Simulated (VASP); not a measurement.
Set up this calculation in VASP 6.6.1, as the native input.

| Item | Value |
| --- | --- |
| Task | single point |
| Functional | LDA |
| Potentials or basis | VASP PAW LDA potentials, release 64 (W_sv, C) |
| Cutoff | 520 eV |
| k mesh | 10 × 10 × 10 |
| Occupations | fermi-dirac, width 0.1 eV |
| Spin | no spin polarisation |
| Dipole correction | no |
| Further INCAR settings | ALGO = Normal; EDIFF = 1e-07; NBANDS = 16 |

The structure of WC lies in POSCAR:

```
WC
1.0
    0.0000000000      2.1926840000      2.1926840000
    2.1926840000      0.0000000000      2.1926840000
    2.1926840000      2.1926840000      0.0000000000
W C
1 1
Direct
    0.0000000000      0.0000000000      0.0000000000
    0.5000000000      0.5000000000      0.5000000000
```

The input as run:

INCAR

```
SYSTEM = WC
PREC = Accurate
ENCUT = 520
EDIFF = 1E-7
ISMEAR = -1
SIGMA = 0.1
LREAL = .FALSE.
LASPH = .TRUE.
NELM = 60
ALGO = Normal
ISIF = 2
LWAVE = .FALSE.
LCHARG = .FALSE.
GGA = CA
NBANDS = 16
```

KPOINTS

```
Automatic mesh
0
G
  10 10 10
  0 0 0
```

Potentials or basis: VASP PAW LDA potentials, release 64 (W_sv, C).

Launch:

```bash
$ cat potpaw_LDA.64/W_sv/POTCAR potpaw_LDA.64/C/POTCAR > POTCAR
$ mpirun -np 1 vasp_std > vasp.out
```

Results of the run:

The pressure is -13.9 GPa. The band gap on the k mesh is zero (band 9 reaches 13.30 eV, above the bottom of band 10 at 10.14 eV).

Caveat: spin-orbit coupling is left out, which moves the levels of the heavy elements.

Wall time 23 s on 1 thread of AMD EPYC 7R43 64-Core Processor (Zen 3) (shared host), peak memory 0.11 GiB.
